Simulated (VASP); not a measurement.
The system is BaTiO3.

```
CELL_PARAMETERS angstrom
4.02120 4.02120 0.00000
0.00000 4.02120 4.02120
4.02120 0.00000 4.02120
ATOMIC_POSITIONS crystal
Ba 0.00000 0.00000 0.00000
Ba 0.50000 0.50000 0.50000
Ti 0.25000 0.25000 0.25000
Ti 0.75000 0.75000 0.75000
O 0.00000 0.50000 0.00000
O 0.50000 0.00000 0.50000
O 0.00000 0.00000 0.50000
O 0.50000 0.50000 0.00000
O 0.00000 0.50000 0.50000
O 0.50000 0.00000 0.00000
```

Base run:

| Item | Value |
| --- | --- |
| Program | VASP 6.6.1 |
| Functional | r2SCAN |
| Potentials or basis | VASP PAW PBE potentials, release 64 (Ba_sv, Ti_sv, O) |
| Cutoff | 520 eV |
| k mesh | 4 × 4 × 4 |
| Occupations | fermi-dirac, width 0.0332 eV |
| Spin | no spin polarisation |
| Hubbard terms | Ti d U = 2.45 eV |

Its results: band gap on the k mesh 2.41 eV; pressure 0.2 GPa.

Problem. The run is repeated on the same cell with these changes: dispersion from none to D3(BJ). What comes out?

Solution. Band gap on the k mesh 2.41 eV; pressure -1.4 GPa.

Dispersion adds attraction, which lowers the pressure at fixed volume and, as a term added to the energy, leaves the levels alone.

Caveats: the PAW data sets were made with another functional, which shifts forces and pressure a little; spin-orbit coupling is left out, which moves the levels of the heavy elements; three body term missing (some runs).

A k mesh can miss the band edges.
